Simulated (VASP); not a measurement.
Here is a VASP 6.6.1 calculation.

Contents of INCAR:

```
ALGO = Fast
EDIFF = 1E-7
ENCUT = 520
GGA = PE
ISIF = 2
ISMEAR = 0
LASPH = T
LCHARG = F
LREAL = F
LWAVE = F
NBANDS = 12
NELM = 100
PREC = Accurate
SIGMA = 0.1
```

KPOINTS

```
k-points
0
Gamma
  8 8 8
```

The input POSCAR:

```
Au
1.0
    0.0000000000      2.0856442700      2.0856442700
    2.0856442700      0.0000000000      2.0856442700
    2.0856442700      2.0856442700      0.0000000000
Au
1
Direct
    0.0000000000      0.0000000000      0.0000000000
```

Potentials or basis: VASP PAW PBE potentials, release 64 (Au).

Run with:

```console
$ cat potpaw_PBE.64/Au/POTCAR > POTCAR
$ mpirun -np 1 vasp_std > vasp.out
```

What does it give for the pressure?

-0.8 GPa.
